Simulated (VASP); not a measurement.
Write the native input for VASP 6.6.1 that does the following.

| Item | Value |
| --- | --- |
| Task | single point |
| Functional | PBE |
| Potentials or basis | VASP PAW PBE potentials, release 64 (Ga_d, Ge_d, O) |
| Cutoff | 520 eV |
| k mesh | 6 × 6 × 4 |
| Occupations | gaussian, width 0.1 eV |
| Spin | no spin polarisation |
| Dipole correction | no |
| Further INCAR settings | ALGO = Normal; EDIFF = 1e-07; NBANDS = 34 |

The structure of Ga2GeO2 lies in POSCAR:

```
Ga2GeO2
1.0
    3.1285565063     -0.0000000023      0.0000000000
   -1.5642782512      2.7094094128      0.0000000000
    0.0000000000      0.0000000000      8.5615731032
Ga Ge O
2 1 2
Direct
    0.6666666667      0.3333333333      0.2592274323
    0.3333333333      0.6666666667      0.7407725677
    0.0000000000      0.0000000000      0.0000000000
    0.6666666667      0.3333333333      0.6560836005
    0.3333333333      0.6666666667      0.3439163995
```

The cell was built from a structure type or drawn by symmetry, and may not be a known phase.

The input as run:

INCAR

```
PREC = Accurate
ENCUT = 520
EDIFF = 1E-7
ISMEAR = 0
SIGMA = 0.1
LREAL = False
LASPH = True
NELM = 80
ALGO = Normal
ISIF = 2
LWAVE = False
LCHARG = True
GGA = PE
LELF = True
LVHAR = True
NBANDS = 34
```

KPOINTS

```
regular mesh
0
Gamma
  6 6 4
```

Potentials or basis: VASP PAW PBE potentials, release 64 (Ga_d, Ge_d, O).

The run is started by

```sh
$ cat potpaw_PBE.64/Ga_d/POTCAR potpaw_PBE.64/Ge_d/POTCAR potpaw_PBE.64/O/POTCAR > POTCAR
$ mpirun -np 1 vasp_std > vasp.out
```

Results of the run:

```yaml
Pressure: 0.4 GPa
Largest_force: 0.035 eV/Å
Band_gap_on_the_k_mesh: zero (bands 26 and 27 overlap by 0.86 eV)
```

Caveat: the k points lie up to 0.39 Å⁻¹ apart, too coarse for converged energies and pressures of a metal.

Run time: 26 s on 1 thread of Intel(R) Xeon(R) 6975P-C (Granite Rapids), on a shared host, peak memory 0.21 GiB.
